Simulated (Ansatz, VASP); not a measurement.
Rh: VASP beside Ansatz

INCAR

```
SYSTEM = Rh
  PREC = Accurate
  ENCUT = 520
  EDIFF = 1E-6
  ISMEAR = -1
  SIGMA = 0.05
  LREAL = .FALSE.
  LASPH = .TRUE.
  NELM = 80
  ALGO = Normal
  ISIF = 2
  LWAVE = .FALSE.
  LCHARG = .FALSE.
  GGA = PE
  NBANDS = 14
```

KPOINTS

```
Automatic mesh
0
G
  17 17 17
  0 0 0
```

File POSCAR:

```
Rh
1.0
    0.0000000000      1.8825281345      1.8825281345
    1.8825281345      0.0000000000      1.8825281345
    1.8825281345      1.8825281345      0.0000000000
Rh
1
Direct
    0.0000000000      0.0000000000      0.0000000000
```

Input for Ansatz:

```yaml
crystal:
  lattice:
    - [0.0, 1.8825281345, 1.8825281345]
    - [1.8825281345, 0.0, 1.8825281345]
    - [1.8825281345, 1.8825281345, 0.0]
  atoms:
    - { symbol: Rh, position: [0.0, 0.0, 0.0] }
kpoints:
  mp_grid: { grid: [17, 17, 17] }
  band_path:
    path:
      - [0.0, 0.0, 0.0]
      - [0.5, 0.0, 0.5]
      - [0.625, 0.25, 0.625]
      - [0.375, 0.375, 0.75]
      - [0.0, 0.0, 0.0]
      - [0.5, 0.5, 0.5]
      - [0.5, 0.25, 0.75]
      - [0.5, 0.0, 0.5]
    npoints: 8
scf:
  occupations: { method: fermi_dirac, width: 0.05 }
hamiltonian:
  xc: pbe
  pseudopotentials: { kind: all_electron, lapw: { basis_error: 0.001 } }
output:
  forces: true
  stress: true
  eigenvalues: true
  populations: true
  dos: { projected: true, de: 0.2, e_range: [-14, 8] }
```

Change from the starting cell: volume scaled by 0.95, LAPW.

Alike in both runs: task single point; functional PBE; k mesh 17 × 17 × 17; occupations fermi-dirac, width 0.05 eV; no spin polarisation.

|  | VASP | Ansatz |
| --- | --- | --- |
| version | VASP 6.6.1 | Ansatz 0.2.0 |
| potentials or method | VASP PAW PBE potentials, release 64 (Rh_pv), cutoff 520 eV | all-electron LAPW, scalar-relativistic |

```csv
,VASP,Ansatz,Ansatz less VASP
pressure (GPa),15.2,15.0,-0.23
```

Ansatz ran all-electron here, and VASP with PAW potentials.
